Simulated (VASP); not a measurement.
# H15NO6 in VASP: a series of runs

H15NO6 is run at these levels: PBE+D3(BJ); tasks: single point.

All numbers are computed with VASP 6.6.1; they aren't measurements. Logs are shortened: lines on timing, memory, paths and dates and some standing lists are left out, and cuts for length are marked.

### 1 The cell of the first run

The cell holds an amorphous packing of atoms, 22 atoms: a = 6.222 Å, b = 6.222 Å, c = 6.222 Å, α = 90.00°, β = 90.00°, γ = 90.00°.

### 2 Single point, PBE+D3(BJ)

The input, INCAR:

```
  ALGO = Normal
  EDIFF = 1E-6
  ENCUT = 520
  GGA = PE
  ISIF = 2
  ISMEAR = -1
  IVDW = 12
  LASPH = T
  LCHARG = F
  LREAL = Auto
  LWAVE = F
  NBANDS = 45
  NELM = 100
  PREC = Accurate
  SIGMA = 0.02
```

The input, KPOINTS:

```
k-points
0
Gamma
  1 1 1
```

The input, POSCAR:

```
H15NO6
1.0
    6.2222230000      0.0000000000      0.0000000000
    0.0000000000      6.2222230000      0.0000000000
    0.0000000000      0.0000000000      6.2222230000
O H N
6 15 1
Direct
    0.2044285459      0.6679606308      0.7945713293
    0.3632463832      0.0650892776      0.7981552574
    0.7001838410      0.3010821052      0.4478463726
    0.3179410317      0.4115249486      0.2086553311
    0.6264481360      0.5248606487      0.8129248984
    0.9139177429      1.0687659378      0.9875730908
    0.3250606737      0.6269302788      0.7132499108
    0.2122392592      0.5178213638      0.8498088223
    0.2841749645     -0.0145285696      0.9111052433
    0.4990177948      0.1265142699      0.8688052485
    0.7045874119      0.1718517642      0.5355802902
    0.5751642138      0.3156910320      0.3622178119
    0.3577178124      0.4906767244      0.0714374911
    0.3116088896      0.2648731812      0.1836642628
    0.6697767020      0.4622463708      0.6520017042
    0.7717016893      0.6029034961      0.8174731121
    0.9860302339      1.0221588008      0.8547266789
    0.8683231057      1.2056141350      1.0157302302
    0.8825784611      0.7332749083      0.6364124204
    0.8157373980      0.9121820288      0.4348928028
    0.6632356314      0.8468356084      0.6754820584
    0.7964034719      0.8496320367      0.5906409976
```

Potentials or basis: VASP PAW PBE potentials, release 64 (O, H, N).

Command:

```console
$ cat potpaw_PBE.64/O/POTCAR potpaw_PBE.64/H/POTCAR potpaw_PBE.64/N/POTCAR > POTCAR
$ mpirun -np 1 vasp_gam > vasp.out
```

OUTCAR:

```text
EDIFF = 1E-6
   ENCUT = 520
   GGA = PE
   ISIF = 2
   ISMEAR = -1
   IVDW = 12
   LASPH = T
   LREAL = Auto
   NELM = 100
   PREC = Accurate
 IVDW          = 12

 ion  position               nearest neighbor table
   1  0.204  0.668  0.795-   7 0.94   8 1.00
   2  0.363  0.065  0.798-   9 0.99  10 1.03
   3  0.700  0.301  0.448-  12 0.95  11 0.97
   4  0.318  0.412  0.209-  14 0.93  13 1.02
   5  0.626  0.525  0.813-  16 1.03  15 1.11
   6  0.914  0.069  0.988-  18 0.91  17 0.98
   7  0.325  0.627  0.713-   1 0.94
   8  0.212  0.518  0.850-   1 1.00
   9  0.284  0.985  0.911-   2 0.99
  10  0.499  0.127  0.869-   2 1.03
  11  0.705  0.172  0.536-   3 0.97
  12  0.575  0.316  0.362-   3 0.95
  13  0.358  0.491  0.071-   4 1.02
  14  0.312  0.265  0.184-   4 0.93
  15  0.670  0.462  0.652-   5 1.11
  16  0.772  0.603  0.817-   5 1.03
  17  0.986  0.022  0.855-   6 0.98
  18  0.868  0.206  0.016-   6 0.91
  19  0.883  0.733  0.636-  22 0.94
  20  0.816  0.912  0.435-  22 1.05
  21  0.663  0.847  0.675-  22 0.98
  22  0.796  0.850  0.591-  19 0.94  21 0.98  20 1.05

  LATTYP: Found a simple cubic cell.
 ALAT       =     6.2222230000

  Lattice vectors:

 A1 = (   6.2222230000,   0.0000000000,   0.0000000000)
 A2 = (   0.0000000000,   6.2222230000,   0.0000000000)
 A3 = (   0.0000000000,   0.0000000000,   6.2222230000)

Analysis of symmetry for initial positions (statically):
=====================================================================
 Subroutine PRICEL returns:
 Original cell was already a primitive cell.

 Routine SETGRP: Setting up the symmetry group for a
 simple cubic supercell.

 Subroutine GETGRP returns: Found  1 space group operations
 (whereof  1 operations were pure point group operations)
 out of a pool of 48 trial point group operations.

The static configuration has the point symmetry C_1 .

Analysis of symmetry for dynamics (positions and initial velocities):
=====================================================================
 Subroutine PRICEL returns:
 Original cell was already a primitive cell.

 Routine SETGRP: Setting up the symmetry group for a
 simple cubic supercell.

 Subroutine GETGRP returns: Found  1 space group operations
 (whereof  1 operations were pure point group operations)
 out of a pool of 48 trial point group operations.

The dynamic configuration has the point symmetry C_1 .

 Subroutine INISYM returns: Found  1 space group operations
 (whereof  1 operations are pure point group operations),
 and found     1 'primitive' translations

----------------------------------------------------------------------------------------

                                     Primitive cell

  volume of cell :     240.9000

  direct lattice vectors                    reciprocal lattice vectors
     6.222223000  0.000000000  0.000000000     0.160714266  0.000000000  0.000000000
     0.000000000  6.222223000  0.000000000     0.000000000  0.160714266  0.000000000
     0.000000000  0.000000000  6.222223000     0.000000000  0.000000000  0.160714266

  length of vectors
     6.222223000  6.222223000  6.222223000     0.160714266  0.160714266  0.160714266

  position of ions in fractional coordinates (direct lattice)
     0.204428546  0.667960631  0.794571329
     0.363246383  0.065089278  0.798155257
     0.700183841  0.301082105  0.447846373
     0.317941032  0.411524949  0.208655331
     0.626448136  0.524860649  0.812924898
     0.913917743  0.068765938  0.987573091
[... 14 lines left out ...]
     0.663235631  0.846835608  0.675482058
     0.796403472  0.849632037  0.590640998

  ion indices of the primitive-cell ions
   primitive index   ion index
                 1           1
                 2           2
                 3           3
                 4           4
                 5           5
                 6           6
[... 14 lines left out ...]
                21          21
                22          22

----------------------------------------------------------------------------------------

 KPOINTS: k-points

Automatic generation of k-mesh.
 Grid dimensions read from file:
 generate k-points for:    1    1    1

 Generating k-lattice:

  Cartesian coordinates                     Fractional coordinates (reciprocal lattice)
     0.160714266  0.000000000  0.000000000     1.000000000  0.000000000  0.000000000
     0.000000000  0.160714266  0.000000000     0.000000000  1.000000000  0.000000000
     0.000000000  0.000000000  0.160714266     0.000000000  0.000000000  1.000000000

  Length of vectors
     0.160714266  0.160714266  0.160714266

  Shift w.r.t. Gamma in fractional coordinates (k-lattice)
     0.000000000  0.000000000  0.000000000

 Subroutine IBZKPT returns following result:
 ===========================================

 Found      1 irreducible k-points:

 Following reciprocal coordinates:
            Coordinates               Weight
  0.000000  0.000000  0.000000      1.000000
   k-points           NKPTS =      1   k-points in BZ     NKDIM =      1   number of bands    NBANDS=     45
   number of dos      NEDOS =    301   number of ions     NIONS =     22
   total plane-waves  NPLWV = 110592
   dimension x,y,z NGX =    48 NGY =   48 NGZ =   48
   dimension x,y,z NGXF=    96 NGYF=   96 NGZF=   96
   ions per type =               6  15   1
   NGX,Y,Z   is equivalent  to a cutoff of  12.82, 12.82, 12.82 a.u.
   NGXF,Y,Z  is equivalent  to a cutoff of  25.65, 25.65, 25.65 a.u.
 SYSTEM =  unknown system
   PREC   = accura    normal or accurate (medium, high low for compatibility)
   ISTART =      0    job   : 0-new  1-cont  2-samecut
   ICHARG =      2    charge: 1-file 2-atom 10-const
   ISPIN  =      1    spin polarized calculation?
   LNONCOLLINEAR =      F non collinear calculations
   LSORBIT =      F    spin-orbit coupling
   LASPH  =      T    aspherical Exc in radial PAW
   ENCUT  =  520.0 eV  38.22 Ry    6.18 a.u.  11.57 11.57 11.57*2*pi/ulx,y,z
   NELM   =    100;   NELMIN=  2; NELMDL= -5     # of ELM steps
   EDIFF  = 0.1E-05   stopping-criterion for ELM
   LREAL  =      T    real-space projection
   EDIFFG = 0.1E-04   stopping-criterion for IOM
   NSW    =      0    number of steps for IOM
   IBRION =     -1    ionic relax: 0-MD 1-quasi-New 2-CG
   NFREE  =      0    steps in history (QN), initial steepest desc. (CG)
   ISIF   =      2    stress and relaxation
   ISYM   =      2    0-nonsym 1-usesym 2-fastsym
   POTIM  = 0.5000    time-step for ionic-motion
   TEBEG  =    0.0;   TEEND  =   0.0 temperature during run
   PSTRESS=    0.0 pullay stress
   NELECT =      56.0000    total number of electrons
   NUPDOWN=      -1.0000    fix difference up-down
   EMIN   =  10.00;   EMAX   =-10.00  energy-range for DOS
   EFERMI =   0.00;   METHOD = LEGACY
   ISMEAR =    -1;   SIGMA  =   0.02  broadening in eV -4-tet -1-fermi 0-gaus
   EFERMI_NEDOS =   21; number of points for ismear=-14 and -15
   IALGO  =     38    algorithm
   IMIX   =      4    mixing-type and parameters
     AMIX     =   0.40;   BMIX     =  1.00
     AMIX_MAG =   1.60;   BMIX_MAG =  1.00
  volume/ion in A,a.u.               =      10.95        73.89
  Fermi-wavevector in a.u.,A,eV,Ry     =   1.006604  1.902206 13.786122  1.013251
  Thomas-Fermi vector in A             =   2.139357
   LORBIT       =      0    0 simple, 1 ext, 2 COOP (PROOUT), +10 PAW based schemes
   GGA     = PE    functional components
   LHFCALC =     F    Hartree Fock is set to
   AEXX    =    0.0000 exact exchange contribution
   IVDW    =    12    specifies the selected vdW correction
   LEPSILON=     F    determine dielectric tensor
   LRPA    =     F    only Hartree local field effects (RPA)
 non-spin polarized calculation
  energy-cutoff  :      520.00
  volume of cell :      240.90
 maximum number of plane-waves:      3226
 NGX is ok and might be reduce to    48
   NGX = 23   NGY = 23   NGZ = 23

 number of electron      56.0000005 magnetization

 Free energy of the ion-electron system (eV)
  ---------------------------------------------------
  ext. energy  EPLUGINS =         0.00000000
  ---------------------------------------------------
  free energy    TOTEN  =      -103.95083007 eV

  energy without entropy =     -103.95083007  energy(sigma->0) =     -103.95083007

 E-fermi :  -2.2141     XC(G=0):  -6.3829

 val. band max:       -2.7945818496   @ k =   0.0000   0.0000   0.0000
 cond. band min:       0.4189124729   @ k =   0.0000   0.0000   0.0000
 fundamental gap:      3.2134943225
 Fermi energy:        -2.2140500813

 k-point     1 :       0.0000    0.0000    0.0000
  band No.  band energies     occupation
      1     -23.1950      2.00000
      2     -22.9991      2.00000
      3     -22.7275      2.00000
      4     -22.2469      2.00000
      5     -21.9852      2.00000
      6     -21.6475      2.00000
[... 32 lines left out ...]
     39       6.3925      0.00000
     40       6.6136      0.00000
 [bands above 40 left out]

------------------------ aborting loop because EDIFF is reached ----------------------------------------

 Edisp (eV)   -0.70079

 E8    (eV) :    -0.1450

  FORCE on cell =-STRESS in cart. coord.  units (eV):
  Direction    XX          YY          ZZ          XY          YZ          ZX
  --------------------------------------------------------------------------------------
  -------------------------------------------------------------------------------------
  Total       2.81487     6.60905    -2.39983    -1.91862    -0.09564     0.62281
  in kB      18.72112    43.95544   -15.96078   -12.76036    -0.63610     4.14221
  external pressure =       15.57 kB  Pullay stress =        0.00 kB

 VOLUME and BASIS-vectors are now :
 -----------------------------------------------------------------------------
  energy-cutoff  :      520.00
  volume of cell :      240.90
      direct lattice vectors                 reciprocal lattice vectors
     6.222223000  0.000000000  0.000000000     0.160714266  0.000000000  0.000000000
     0.000000000  6.222223000  0.000000000     0.000000000  0.160714266  0.000000000
     0.000000000  0.000000000  6.222223000     0.000000000  0.000000000  0.160714266

 POSITION                                       TOTAL-FORCE (eV/Angst)
 -----------------------------------------------------------------------------------
      1.27200      4.15620      4.94400        -1.309909     -1.815503      1.305185
      2.26020      0.40500      4.96630         1.656468      0.919977      1.133978
      4.35670      1.87340      2.78660         1.918362      0.467022      1.036312
      1.97830      2.56060      1.29830         0.691808      3.442658     -0.317023
      3.89790      3.26580      5.05820         3.119379     -0.476426     -2.253124
      5.68660      0.42788      6.14490         1.102316     -4.287782      0.620616
[... 14 lines left out ...]
      4.12680      5.26920      4.20300        -1.785470      0.503341     -0.182043
      4.95540      5.28660      3.67510        -0.169194      3.763494     -2.420309
 -----------------------------------------------------------------------------------
    total drift:                               -0.000144      0.002583     -0.001936

  FREE ENERGIE OF THE ION-ELECTRON SYSTEM (eV)
  ---------------------------------------------------
  free  energy   TOTEN  =      -104.6516162451 eV

  energy  without entropy=     -104.6516162451  energy(sigma->0) =     -104.65161625
```

Run time: 28 s. Hardware: 1 thread of Intel Xeon 6975P-C, shared host; peak memory 0.32 GiB.

What came out:

- Free energy: -104.6516 eV
- Pressure: 1.6 GPa
- Largest force: 4.478 eV/Å
- Band gap on the k mesh: 3.21 eV
- Dispersion energy per atom: -0.032 eV

Forces in eV/Å, atoms in the order of the input:
```
O   -1.310 -1.816  1.305
O    1.656  0.920  1.134
O    1.918  0.467  1.036
O    0.692  3.443 -0.317
O    3.119 -0.476 -2.253
O    1.102 -4.288  0.621
H    2.187  1.111 -1.965
H   -1.538  0.521  0.576
H    0.709  0.136 -0.507
H   -1.771 -0.793 -0.745
H   -0.268 -0.223 -0.231
H   -1.639  0.079 -0.715
H   -0.022 -1.073  1.517
H   -0.435 -2.499 -0.974
H   -1.358  0.113  1.861
H   -2.143 -0.900  1.184
H   -0.958  1.199 -0.004
H   -0.475  3.270 -0.309
H    2.918 -2.361 -0.002
H   -0.431 -1.097  1.391
H   -1.785  0.503 -0.182
N   -0.169  3.763 -2.420
```

Caveat: the k points lie up to 1.01 Å⁻¹ apart.

### 3 Single point, PBE+D3(BJ)

The input, INCAR:

```
ALGO     = Normal         # electronic algorithm
EDIFF    = 1E-7           # SCF threshold, eV
ENCUT    = 520            # plane-wave cutoff, eV
GGA      = PE             # functional
ISIF     = 2              # what is computed and relaxed
ISMEAR   = -1             # smearing method
IVDW     = 12             # dispersion correction
LASPH    = True           # aspherical terms in the spheres
LCHARG   = False          # write CHGCAR
LREAL    = Auto         
LWAVE    = False          # write WAVECAR
NBANDS   = 45             # bands
NELM     = 60             # most SCF steps
PREC     = Accurate       # precision mode
SIGMA    = 0.02           # smearing width, eV
```

KPOINTS is that of step 2.

The input, POSCAR:

```
H15NO6
1.0
    6.2222230000      0.0000000000      0.0000000000
    0.0000000000      6.2222230000      0.0000000000
    0.0000000000      0.0000000000      6.2222230000
O H N
6 15 1
Direct
    0.2174142585      0.6311892068      0.9172123853
    0.3822267379      0.1441446248      0.8067213277
    0.7985731145      0.3913231654      0.4064303063
    0.3280499590      0.4423178019      0.2593928247
    0.6722677731      0.5087570793      0.8712641768
    0.9641409509      1.0579498678      1.0117123735
    0.2197124725      0.5615356441      0.7826945450
    0.0646232062      0.7085409829      0.9323195263
    0.3397338861      0.1040142727      0.9538873808
    0.3964338790      0.0494517795      0.6905731280
    0.8763427476      0.2510035401      0.4509803008
    0.6377142060      0.3639374545      0.3705267394
    0.3881410229      0.5639624295      0.3314731729
    0.3143731750      0.4921231528      0.1055732011
    0.7426927643      0.4031356639      0.7889141871
    0.7156606248      0.6421820626      0.8379481095
    0.8366302526      1.0720766517      0.9221784562
    0.9380891685      1.1816677094      1.1061320046
    0.9476998815      0.8644177491      0.5939356400
    0.7631516903      1.0062963028      0.4587749427
    0.7490088349      0.7512749061      0.4695749413
    0.7999391857      0.8912409600      0.5681249290
```

Potentials or basis: VASP PAW PBE potentials, release 64 (O, H, N).

Command:

```console
$ cat potpaw_PBE.64/O/POTCAR potpaw_PBE.64/H/POTCAR potpaw_PBE.64/N/POTCAR > POTCAR
$ mpirun -np 1 vasp_gam > vasp.out
```

It took 27 s on 1 thread of Intel Xeon 6975P-C, shared host; peak memory 0.31 GiB.

Results (log left out):

```yaml
Free_energy: -104.8985 eV
Pressure: 0.7 GPa
Largest_force: 6.198 eV/Å
Band_gap_on_the_k_mesh: 3.75 eV
Dispersion_energy_per_atom: -0.031 eV
```

Forces on the atoms (eV/Å):
```
O   -3.177  2.767  1.185
O    0.258  2.806  1.459
O   -0.525 -2.207  0.035
O    0.329 -0.967 -0.151
O   -2.318 -3.437  2.571
O   -0.578  0.489  0.448
H    0.019 -0.916 -1.429
H    3.051 -1.496 -0.141
H   -0.031 -0.854 -1.463
H   -0.089 -1.933 -0.235
H   -1.503  2.360 -0.740
H    2.063 -0.170  0.336
H    0.130  0.687  0.329
H   -0.136 -0.024  0.597
H    0.657 -0.585 -1.128
H    1.520  4.309 -1.567
H   -0.131 -0.461 -0.454
H    0.427 -0.034  0.148
H    3.830 -0.048  0.172
H    0.609  0.435  0.137
H    0.925  1.752  1.859
N   -5.332 -2.473 -1.966
```

Stress tensor (GPa, compression positive):
```
-0.93  2.42 -1.34
 2.42  2.30 -0.51
-1.34 -0.51  0.65
```

Levels at points of the mesh, in eV from the valence-band top:
| k point | band 25 | band 26 | band 27 | band 28 | band 29 | band 30 | band 31 | band 32 |
| --- | --- | --- | --- | --- | --- | --- | --- | --- |
| (0.00, 0.00, 0.00) | -0.65 | -0.28 | -0.06 | 0.00 | 3.75 | 6.62 | 6.89 | 7.32 |

Caveat: the k points lie up to 1.01 Å⁻¹ apart.
